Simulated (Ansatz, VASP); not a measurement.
**Two plane-wave programs on InP**

INCAR

```
PREC = Accurate
ENCUT = 500
EDIFF = 1E-6
ISMEAR = 0
SIGMA = 0.02
LREAL = F
LASPH = T
NELM = 120
ALGO = Normal
ISIF = 2
LWAVE = F
LCHARG = T
GGA = PS
LELF = T
LVHAR = T
NBANDS = 16
GGA_COMPAT = F
```

File KPOINTS:

```
Automatic mesh
0
Gamma
  6 6 6
```

File POSCAR:

```
InP
1.0
    0.0000000000      2.9395031569      2.9395031569
    2.9395031569      0.0000000000      2.9395031569
    2.9395031569      2.9395031569      0.0000000000
In P
1 1
Direct
    0.0000000000      0.0000000000      0.0000000000
    0.7500000000      0.7500000000      0.7500000000
```

Input for Ansatz:

```yaml
crystal:
  lattice:
    - [0.0, 2.9395031569, 2.9395031569]
    - [2.9395031569, 0.0, 2.9395031569]
    - [2.9395031569, 2.9395031569, 0.0]
  atoms:
    - { symbol: In, position: [0.0, 0.0, 0.0] }
    - { symbol: P, position: [0.75, 0.75, 0.75] }
basis:
  ecutwfc: 420
kpoints:
  mp_grid: { grid: [6, 6, 6] }
hamiltonian:
  xc: pbesol
  pseudopotentials: { kind: paw, azcp: { folder: soft_1 } }
scf:
  occupations: { method: gaussian, width: 0.02 }
output:
  forces: true
  stress: true
  eigenvalues: true
```

Alike in both runs: task single point; functional PBEsol; k mesh 6 × 6 × 6; occupations gaussian, width 0.02 eV; no spin polarisation.

|  | VASP | Ansatz |
| --- | --- | --- |
| version | VASP 6.6.1 | Ansatz 0.2.0 |
| potentials or method | VASP PAW PBE potentials, release 64 (In_d, P), cutoff 500 eV | scalar-relativistic, plane waves, PAW |
| valence electrons in the cell | 18 | 18 |

```tsv
	VASP	Ansatz	Ansatz less VASP
gap on the k mesh at the Fermi level (eV)	0.56	0.56	-0.001
least direct gap on the mesh (eV)	0.56	0.56	-0.001
pressure (GPa)	0.0	0.0	+0.03
```

VASP's potentials were made for PBE, not for PBEsol, and Ansatz warns of the same on its side. The functional is the same, so the differences come from potentials, cutoffs and numerics.
